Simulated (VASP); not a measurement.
# GaPSe3 (P4mm) in VASP: relaxation of cell and atoms with PBE

Aim: the relaxation of cell and atoms of GaPSe3 with PBE.

Program: VASP 6.6.1. These are calculated values, not measurements. Logs are shortened: lines on timing, memory, paths and dates and some standing lists are left out, and cuts for length are marked.

**1. The cell of the first run**

Symmetry: P4mm, No. 99, tetragonal system. The conventional cell has a = 4.580 Å, b = 4.580 Å, c = 4.637 Å, α = 90.00°, β = 90.00°, γ = 90.00°. Within 4.2 Å of Ga (site symmetry 4mm) lie 12 Se at 3.21 to 3.31 Å and 8 P at 3.94 to 4.02 Å. Within 2.8 Å of P (site symmetry 4mm) lie 6 Se at 2.13 to 2.50 Å. Se (site symmetry 4mm) has 2 P at 2.13 to 2.50 Å within 2.8 Å. Se (site symmetry 2mm) has 2 P at 2.29 Å within 3.0 Å.

**2. Relaxation of cell and atoms, PBE**

The input, INCAR:

```
SYSTEM = GaPSe3
ALGO     = Normal         ! electronic algorithm
EDIFF    = 1E-7           ! SCF threshold, eV
EDIFFG   = -0.04          ! ionic threshold
ENCUT    = 600            ! plane-wave cutoff, eV
GGA      = PE             ! functional
IBRION   = 2              ! ionic algorithm
ISIF     = 3              ! what is computed and relaxed
ISMEAR   = 0              ! smearing method
LASPH    = .TRUE.         ! aspherical terms in the spheres
LCHARG   = .FALSE.        ! write CHGCAR
LREAL    = .FALSE.        ! projectors in reciprocal space
LWAVE    = .FALSE.        ! write WAVECAR
NELM     = 100            ! most SCF steps
NSW      = 90             ! ionic steps
PREC     = Accurate       ! precision mode
SIGMA    = 0.1            ! smearing width, eV
```

The input, KPOINTS:

```
k-points
0
G
  4 4 4
  0 0 0
```

The input, POSCAR:

```
GaPSe3
1.0
    4.5800763951      0.0000000000      0.0000000000
    0.0000000000      4.5800763951      0.0000000000
    0.0000000000      0.0000000000      4.6374708362
Ga P Se
1 1 3
Direct
    0.0000000000      0.0000000000      0.0000000000
    0.5000000000      0.5000000000      0.5150000000
    0.5000000000      0.5000000000      0.9750000000
    0.0000000000      0.5000000000      0.4850000000
    0.5000000000      0.0000000000      0.4850000000
```

Potentials or basis: VASP PAW PBE potentials, release 64 (Ga_d, P, Se).

On the command line:

```bash
$ cat potpaw_PBE.64/Ga_d/POTCAR potpaw_PBE.64/P/POTCAR potpaw_PBE.64/Se/POTCAR > POTCAR
$ mpirun -np 1 vasp_std > vasp.out
```

OUTCAR:

```text
SYSTEM = GaPSe3
   EDIFF = 1E-7
   EDIFFG = -0.04
   ENCUT = 600
   GGA = PE
   IBRION = 2
   ISIF = 3
   ISMEAR = 0
   LASPH = .TRUE.
   LREAL = .FALSE.
   NELM = 100
   NSW = 90
   PREC = Accurate

 ion  position               nearest neighbor table
   1  0.000  0.000  0.000-
   2  0.500  0.500  0.515-   3 2.13   4 2.29   5 2.29   5 2.29   4 2.29   3 2.50
   3  0.500  0.500  0.975-   2 2.13   2 2.50
   4  0.000  0.500  0.485-   2 2.29   2 2.29
   5  0.500  0.000  0.485-   2 2.29   2 2.29

  LATTYP: Found a simple tetragonal cell.
 ALAT       =     4.5800763951
 C/A-ratio  =     1.0125313283

  Lattice vectors:

 A1 = (   4.5800763951,   0.0000000000,   0.0000000000)
 A2 = (   0.0000000000,   4.5800763951,   0.0000000000)
 A3 = (   0.0000000000,   0.0000000000,   4.6374708362)

Analysis of symmetry for initial positions (statically):
=====================================================================
 Subroutine PRICEL returns:
 Original cell was already a primitive cell.

 Routine SETGRP: Setting up the symmetry group for a
 simple tetragonal supercell.

 Subroutine GETGRP returns: Found  8 space group operations
 (whereof  8 operations were pure point group operations)
 out of a pool of 16 trial point group operations.

The static configuration has the point symmetry C_4v.

Analysis of symmetry for dynamics (positions and initial velocities):
=====================================================================
 Subroutine PRICEL returns:
 Original cell was already a primitive cell.

 Routine SETGRP: Setting up the symmetry group for a
 simple tetragonal supercell.

 Subroutine GETGRP returns: Found  8 space group operations
 (whereof  8 operations were pure point group operations)
 out of a pool of 16 trial point group operations.

The dynamic configuration has the point symmetry C_4v.

 Subroutine INISYM returns: Found  8 space group operations
 (whereof  8 operations are pure point group operations),
 and found     1 'primitive' translations

----------------------------------------------------------------------------------------

                                     Primitive cell

  volume of cell :      97.2807

  direct lattice vectors                    reciprocal lattice vectors
     4.580076395  0.000000000  0.000000000     0.218336969  0.000000000  0.000000000
     0.000000000  4.580076395  0.000000000     0.000000000  0.218336969  0.000000000
     0.000000000  0.000000000  4.637470836     0.000000000  0.000000000  0.215634779

  length of vectors
     4.580076395  4.580076395  4.637470836     0.218336969  0.218336969  0.215634779

  position of ions in fractional coordinates (direct lattice)
     0.000000000  0.000000000  0.000000000
     0.500000000  0.500000000  0.515000000
     0.500000000  0.500000000  0.975000000
     0.000000000  0.500000000  0.485000000
     0.500000000  0.000000000  0.485000000

  ion indices of the primitive-cell ions
   primitive index   ion index
                 1           1
                 2           2
                 3           3
                 4           4
                 5           5

----------------------------------------------------------------------------------------

 KPOINTS: k-points

Automatic generation of k-mesh.
 Grid dimensions read from file:
 generate k-points for:    4    4    4

 Generating k-lattice:

  Cartesian coordinates                     Fractional coordinates (reciprocal lattice)
     0.054584242  0.000000000  0.000000000     0.250000000  0.000000000  0.000000000
     0.000000000  0.054584242  0.000000000     0.000000000  0.250000000  0.000000000
     0.000000000  0.000000000  0.053908695     0.000000000  0.000000000  0.250000000

  Length of vectors
     0.054584242  0.054584242  0.053908695

  Shift w.r.t. Gamma in fractional coordinates (k-lattice)
     0.000000000  0.000000000  0.000000000

 Subroutine IBZKPT returns following result:
 ===========================================

 Found     18 irreducible k-points:

 Following reciprocal coordinates:
            Coordinates               Weight
  0.000000  0.000000  0.000000      1.000000
  0.250000  0.000000  0.000000      4.000000
  0.500000  0.000000  0.000000      2.000000
  0.250000  0.250000  0.000000      4.000000
  0.500000  0.250000  0.000000      4.000000
  0.500000  0.500000  0.000000      1.000000
[... 10 lines left out ...]
  0.500000  0.250000  0.500000      4.000000
  0.500000  0.500000  0.500000      1.000000
   k-points           NKPTS =     18   k-points in BZ     NKDIM =     18   number of bands    NBANDS=     22
   number of dos      NEDOS =    301   number of ions     NIONS =      5
   total plane-waves  NPLWV =  64000
   dimension x,y,z NGX =    40 NGY =   40 NGZ =   40
   dimension x,y,z NGXF=    80 NGYF=   80 NGZF=   80
   ions per type =               1   1   3
   NGX,Y,Z   is equivalent  to a cutoff of  14.52, 14.52, 14.34 a.u.
   NGXF,Y,Z  is equivalent  to a cutoff of  29.04, 29.04, 28.68 a.u.
 SYSTEM =  GaPSe3
   PREC   = accura    normal or accurate (medium, high low for compatibility)
   ISTART =      0    job   : 0-new  1-cont  2-samecut
   ICHARG =      2    charge: 1-file 2-atom 10-const
   ISPIN  =      1    spin polarized calculation?
   LNONCOLLINEAR =      F non collinear calculations
   LSORBIT =      F    spin-orbit coupling
   LASPH  =      T    aspherical Exc in radial PAW
   ENCUT  =  600.0 eV  44.10 Ry    6.64 a.u.   9.15  9.15  9.26*2*pi/ulx,y,z
   NELM   =    100;   NELMIN=  2; NELMDL= -5     # of ELM steps
   EDIFF  = 0.1E-06   stopping-criterion for ELM
   LREAL  =      F    real-space projection
   EDIFFG = -.4E-01   stopping-criterion for IOM
   NSW    =     90    number of steps for IOM
   IBRION =      2    ionic relax: 0-MD 1-quasi-New 2-CG
   NFREE  =      1    steps in history (QN), initial steepest desc. (CG)
   ISIF   =      3    stress and relaxation
   ISYM   =      2    0-nonsym 1-usesym 2-fastsym
   POTIM  = 0.5000    time-step for ionic-motion
   TEBEG  =    0.0;   TEEND  =   0.0 temperature during run
   PSTRESS=    0.0 pullay stress
   NELECT =      36.0000    total number of electrons
   NUPDOWN=      -1.0000    fix difference up-down
   EMIN   =  10.00;   EMAX   =-10.00  energy-range for DOS
   EFERMI =   0.00;   METHOD = LEGACY
   ISMEAR =     0;   SIGMA  =   0.10  broadening in eV -4-tet -1-fermi 0-gaus
   EFERMI_NEDOS =   21; number of points for ismear=-14 and -15
   IALGO  =     38    algorithm
   IMIX   =      4    mixing-type and parameters
     AMIX     =   0.40;   BMIX     =  1.00
     AMIX_MAG =   1.60;   BMIX_MAG =  1.00
  volume/ion in A,a.u.               =      19.46       131.30
  Fermi-wavevector in a.u.,A,eV,Ry     =   1.175349  2.221087 18.795699  1.381445
  Thomas-Fermi vector in A             =   2.311731
   LORBIT       =      0    0 simple, 1 ext, 2 COOP (PROOUT), +10 PAW based schemes
   GGA     = PE    functional components
   LHFCALC =     F    Hartree Fock is set to
   AEXX    =    0.0000 exact exchange contribution
   IVDW    =     0    specifies the selected vdW correction
   LEPSILON=     F    determine dielectric tensor
   LRPA    =     F    only Hartree local field effects (RPA)
 conjugate gradient relaxation of ions
 non-spin polarized calculation
 Gauss-broadening in eV      SIGMA  =   0.10
  energy-cutoff  :      600.00
  volume of cell :       97.28
 maximum number of plane-waves:      3262
 NGX is ok and might be reduce to    40
   NGX = 19   NGY = 19   NGZ = 19

--------------------------------------- Ionic step        1  -------------------------------------------

 number of electron      36.0000004 magnetization

 Free energy of the ion-electron system (eV)
  ---------------------------------------------------
  ext. energy  EPLUGINS =         0.00000000
  ---------------------------------------------------
  free energy    TOTEN  =       -16.28509072 eV

  energy without entropy =      -16.26977117  energy(sigma->0) =      -16.27743094

 E-fermi :   5.5366     XC(G=0): -10.4329

 val. band max:        5.4251319803   @ k =   0.2500   0.2500   0.5000
 cond. band min:       5.5368605242   @ k =   0.5000   0.2500   0.0000
 fundamental gap:      0.1117285439
 Fermi energy:         5.5365769537

 k-point     1 :       0.0000    0.0000    0.0000
  band No.  band energies     occupation
      1     -11.3778      2.00000
      2      -8.9992      2.00000
      3      -8.9969      2.00000
      4      -8.9853      2.00000
      5      -8.9853      2.00000
      6      -8.9842      2.00000
[... 549 lines left out ...]
  FREE ENERGIE OF THE ION-ELECTRON SYSTEM (eV)
  ---------------------------------------------------
  free  energy   TOTEN  =       -17.2464824544 eV

  energy  without entropy=      -17.2024304099  energy(sigma->0) =      -17.22445643

[... ionic steps 4 to 26 ...]

--------------------------------------- Ionic step       27  -------------------------------------------

 number of electron      36.0000000 magnetization

------------------------ aborting loop because EDIFF is reached ----------------------------------------

  FORCE on cell =-STRESS in cart. coord.  units (eV):
  Direction    XX          YY          ZZ          XY          YZ          ZX
  --------------------------------------------------------------------------------------
  -------------------------------------------------------------------------------------
  Total       -0.0463114     -0.0463114     -0.1705375      0.0000000     -0.0000000      0.0000000
  in kB       -0.5773577     -0.5773577     -2.1260652      0.0000000     -0.0000000      0.0000000
  external PRESSURE =      -1.0935935 kB  Pullay stress =       0.0000000 kB
[... 63 lines left out ...]
  energy  without entropy=      -18.3629561177  energy(sigma->0) =      -18.36868030

--------------------------------------- Ionic step       29  -------------------------------------------

 number of electron      36.0000000 magnetization

 Free energy of the ion-electron system (eV)
  ---------------------------------------------------
  ext. energy  EPLUGINS =         0.00000000
  ---------------------------------------------------
  free energy    TOTEN  =       -18.37644733 eV

  energy without entropy =      -18.36454571  energy(sigma->0) =      -18.37049652

 E-fermi :   2.9979     XC(G=0):  -9.0741

 val. band max:        2.9407882918   @ k =   0.5000   0.0000   0.2500
 cond. band min:       3.0350454352   @ k =   0.5000   0.2500   0.5000
 fundamental gap:      0.0942571434
 Fermi energy:         2.9978507084

 k-point     1 :       0.0000    0.0000    0.0000
  band No.  band energies     occupation
      1     -12.3605      2.00000
      2     -11.3157      2.00000
      3     -11.2991      2.00000
      4     -11.2991      2.00000
      5     -11.2784      2.00000
      6     -11.2741      2.00000
[... 471 lines left out ...]
  FREE ENERGIE OF THE ION-ELECTRON SYSTEM (eV)
  ---------------------------------------------------
  free  energy   TOTEN  =       -18.3764473252 eV

  energy  without entropy=      -18.3645457120  energy(sigma->0) =      -18.37049652

 reached required accuracy - stopping structural energy minimisation
```

It took 27 min on 1 thread of Oxide Virtual Turin-like, shared host; peak memory 0.24 GiB.

What came out:

```
Free energy                           : -18.3764 eV
Relaxed volume                        : 25.68 Å³/atom
Relaxed cell                          : a = 4.561 Å, b = 4.561 Å, c = 6.171 Å, α = 90.00°, β = 90.00°, γ = 90.00°
Space group after relaxing (to 0.1 Å) : P4mm (No. 99)
Energy gained by relaxing             : 418.3 meV/atom
Ionic steps                           : 29
Pressure after relaxing               : 0.0 GPa
Largest force after relaxing          : 0.039 eV/Å
Band gap on the k mesh                : zero (bands 18 and 19 overlap by 1.97 eV)
```

Forces in eV/Å, atoms in the order of the input:
```
Ga   0.000  0.000  0.039
P    0.000  0.000  0.012
Se   0.000  0.000 -0.031
Se   0.000  0.000 -0.010
Se   0.000  0.000 -0.010
```

Step by step:
```csv
step,energy change (eV),largest force (eV/Å),pressure (GPa),volume (Å³)
1,0.0000,1.2071,15.65,97.28
2,-0.9136,1.6752,-2.16,126.54
3,-0.9614,1.5854,0.10,119.62
4,-1.1409,1.6956,-0.24,121.52
5,-1.3776,1.6832,0.23,125.67
6,-1.4205,1.8641,0.16,126.38
7,-1.5023,2.4635,0.03,128.51
8,-1.6364,1.5952,-0.74,129.05
9,-1.8515,0.2518,-2.46,130.49
10,-1.8794,0.8048,-2.97,131.04
11,-1.9396,0.7912,-2.38,128.92
12,-2.0142,0.7525,-0.84,124.37
13,-2.0197,0.7006,-0.15,122.68
14,-2.0314,0.5200,0.08,122.54
15,-2.0404,0.2862,0.51,122.32
16,-2.0494,0.1978,0.37,123.00
17,-2.0661,0.1015,0.00,125.05
18,-2.0527,0.6287,-0.57,129.19
19,-2.0685,0.2315,-0.17,126.26
20,-2.0785,0.1928,-0.02,126.62
21,-2.0847,0.1328,0.27,127.15
22,-2.0865,0.0945,-0.02,128.38
23,-2.0866,0.0663,0.02,128.18
24,-2.0870,0.0651,-0.10,128.45
25,-2.0870,0.0664,-0.14,128.54
26,-2.0873,0.0649,-0.12,128.54
27,-2.0880,0.0620,-0.11,128.52
28,-2.0893,0.0556,-0.07,128.47
29,-2.0914,0.0389,-0.01,128.38
```

Final structure:
```xyz
5
Lattice="4.5612 0.0000 0.0000 0.0000 4.5612 0.0000 0.0000 0.0000 6.1708" Properties=species:S:1:pos:R:3 pbc="T T T"
Ga    0.0000    0.0000    0.1801
P     2.2806    2.2806    3.6110
Se    2.2806    2.2806    5.8149
Se    0.0000    2.2806    2.7871
Se    2.2806    0.0000    2.7871
```

Caveat: the volume moved by over 15 % at a fixed basis, so the end points are rough.
